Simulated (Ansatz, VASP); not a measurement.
TiO2 in VASP and in Ansatz

```xyz
12
Lattice="6.1536 -1.8835 0.0000 6.1536 1.8835 0.0000 -1.9283 0.0000 6.3290" Properties=species:S:1:pos:R:3 pbc="T T T"
Ti   10.5189    0.0000    1.8329
Ti    1.8562    0.0000    1.7959
Ti   -0.1400    0.0000    4.4961
Ti    8.5226    0.0000    4.5330
O     3.8886    0.0000    1.8569
O     1.9846    0.0000    4.1297
O     8.7534    0.0000    6.2992
O     8.3943    0.0000    2.1993
O    10.3741    0.0000    3.9874
O     1.6255    0.0000    0.0298
O     6.4903    0.0000    4.4721
O     0.0047    0.0000    2.3416
```

Alike in both runs: task single point; functional PBE; k mesh 3 × 3 × 2; occupations fermi-dirac, width 0.05 eV; no spin polarisation.

|  | VASP | Ansatz |
| --- | --- | --- |
| version | VASP 6.6.1 | Ansatz 0.2.0 |
| potentials or method | VASP PAW PBE potentials, release 64 (Ti_sv, O_h) | Ansatz PAW |
| plane-wave cutoff (eV) | 910 | 420 |
| valence electrons in the cell | 96 | 96 |

```tsv
	VASP	Ansatz	Ansatz less VASP
gap on the k mesh at the Fermi level (eV)	2.74	2.76	+0.017
least direct gap on the mesh (eV)	2.91	2.93	+0.017
rms of the force components (eV/Å)	0.037	0.048	+0.0108
```

Atom by atom the forces differ by 0.016 eV/Å (rms over components).

The k mesh is coarse, so the values compare programs but aren't converged. Noted on VASP's run: the cutoff is short for stress, so the pressure is rough. Noted on Ansatz's run: odd divisions of the mesh miss points on the zone boundary, where band edges often lie, so the gap on the mesh can be too wide.
